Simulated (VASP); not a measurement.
## Li2B: single point with PBE

Li2B:

```
CELL_PARAMETERS angstrom
2.47886 0.00000 0.00000
-1.23943 2.14676 0.00000
0.00000 0.00000 6.30225
ATOMIC_POSITIONS crystal
Li 0.66667 0.33333 0.71261
Li 0.66667 0.33333 0.28739
B 0.33333 0.66667 0.00000
```

| Property | Result |
| --- | --- |
| Program | VASP 6.6.1 |
| Task | single point |
| Functional | PBE |
| Potentials or basis | VASP PAW PBE potentials, release 64 (Li_sv, B) |
| Cutoff | 520 eV |
| k mesh | 12 × 12 × 2 |
| Occupations | gaussian, width 0.1 eV |
| Spin | no spin polarisation |
| Dipole correction | no |
| Further INCAR settings | ALGO = Normal; EDIFF = 1e-06; NBANDS = 12 |

```json
{
 "Largest force": "0.013 eV/Å"
}
```

Forces on the atoms (eV/Å):
```
Li   0.000  0.000 -0.013
Li   0.000  0.000  0.013
B    0.000  0.000  0.000
```

Levels at points of the mesh, in eV from the Fermi level:
| k point | band 1 | band 2 | band 3 | band 4 | band 5 | band 6 | band 7 | band 8 | band 9 | band 10 |
| --- | --- | --- | --- | --- | --- | --- | --- | --- | --- | --- |
| (0.00, 0.00, 0.00) | -45.46 | -45.45 | -9.89 | -3.45 | -2.58 | 5.75 | 7.95 | 9.19 | 9.19 | 17.11 |
| (0.50, 0.00, 0.00) | -45.35 | -45.33 | -3.70 | -3.33 | 0.18 | 2.82 | 5.52 | 5.80 | 6.10 | 10.76 |
| (0.00, 0.00, 0.50) | -45.46 | -45.45 | -9.88 | -3.91 | -1.71 | 3.65 | 9.19 | 9.19 | 12.86 | 13.04 |
| (0.50, 0.00, 0.50) | -45.35 | -45.33 | -3.63 | -3.31 | -0.41 | 4.20 | 5.63 | 5.72 | 6.10 | 8.35 |

Wall time 8.1 s on 1 thread of Intel(R) Xeon(R) Platinum 8375C CPU @ 2.90GHz (Ice Lake) (shared host), peak memory 0.14 GiB.

Caveat: the k points lie up to 0.50 Å⁻¹ apart.
